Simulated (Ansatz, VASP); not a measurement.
**Two plane-wave programs on CdF2**

The input POSCAR:

```
CdF2
1.0
    0.0000000000      2.6941776810      2.6941776810
    2.6941776810      0.0000000000      2.6941776810
    2.6941776810      2.6941776810      0.0000000000
Cd F
1 2
Direct
    0.0000000000      0.0000000000      0.0000000000
    0.2500000000      0.2500000000      0.2500000000
    0.7500000000      0.7500000000      0.7500000000
```

File INCAR.step1:

```
SYSTEM = CdF2
PREC     = Accurate       ! precision mode
ENCUT    = 520            ! plane-wave cutoff, eV
EDIFF    = 1E-5           ! SCF threshold, eV
ISMEAR   = 0              ! smearing method
SIGMA    = 0.01           ! smearing width, eV
LREAL    = .False.        ! projectors in reciprocal space
LASPH    = .True.         ! aspherical terms in the spheres
NELM     = 100            ! most SCF steps
ALGO     = Normal         ! electronic algorithm
ISIF     = 2              ! what is computed and relaxed
LWAVE    = .True.         ! write WAVECAR
LCHARG   = .False.        ! write CHGCAR
GGA      = PE             ! functional
NBANDS   = 20             ! bands
```

File INCAR.step2:

```
SYSTEM = CdF2
PREC     = Accurate       ! precision mode
ENCUT    = 520            ! plane-wave cutoff, eV
EDIFF    = 1E-6           ! SCF threshold, eV
ISMEAR   = 0              ! smearing method
SIGMA    = 0.01           ! smearing width, eV
LREAL    = .False.        ! projectors in reciprocal space
LASPH    = .True.         ! aspherical terms in the spheres
NELM     = 100            ! most SCF steps
ALGO     = Normal         ! electronic algorithm
ISIF     = 2              ! what is computed and relaxed
LWAVE    = .False.        ! write WAVECAR
LCHARG   = .False.        ! write CHGCAR
GGA      = PE             ! functional
LHFCALC  = .True.         ! exact exchange
AEXX     = 0.4            ! exact-exchange fraction
HFSCREEN = 0.1            ! screening, 1/A
PRECFOCK = Normal       
ISTART   = 1            
NBANDS   = 20             ! bands
```

The input KPOINTS:

```
regular mesh
0
Gamma
  4 4 4
  0 0 0
```

Input for Ansatz:

```yaml
crystal:
  lattice:
    - [0.0, 2.694177681, 2.694177681]
    - [2.694177681, 0.0, 2.694177681]
    - [2.694177681, 2.694177681, 0.0]
  atoms:
    - { symbol: Cd, position: [0.0, 0.0, 0.0] }
    - { symbol: F, position: [0.25, 0.25, 0.25] }
    - { symbol: F, position: [0.75, 0.75, 0.75] }
kpoints:
  mp_grid: { grid: [4, 4, 4] }
hamiltonian:
  xc: { exchange: pbe, correlation: pbe, exx: { coeff: 0.4, omega: 0.1 } }
scf:
  occupations: { method: fixed }
  n_extra_bands: 4
output:
  forces: true
  stress: true
  eigenvalues: true
```

Alike in both runs: task single point; functional PBE-based screened hybrid with a share of 0.4 of exact exchange and HFSCREEN = 0.1; k mesh 4 × 4 × 4; no spin polarisation.

|  | VASP | Ansatz |
| --- | --- | --- |
| version | VASP 6.6.1 | Ansatz 0.2.0 |
| potentials or method | VASP PAW PBE potentials, release 64 (Cd, F) | plane waves |
| plane-wave cutoff (eV) | 520 | 420 |
| occupations | gaussian, width 0.01 eV | fixed |
| valence electrons in the cell | 26 | 34 |

|  | VASP | Ansatz | Ansatz less VASP |
| --- | --- | --- | --- |
| gap on the k mesh at the Fermi level (eV) | 7.12 | 7.16 | +0.043 |
| pressure (GPa) | 0.5 | -0.3 | -0.81 |

VASP's potentials were made for PBE, not for PBE-based screened hybrid. VASP's potentials hold 26 valence electrons a cell and Ansatz's 34, so a difference there can come from the potentials and not from the codes. Ansatz's warnings: stress exchange threshold loose, stress scf threshold loose.

The k mesh is coarse, so the values compare programs but aren't converged.
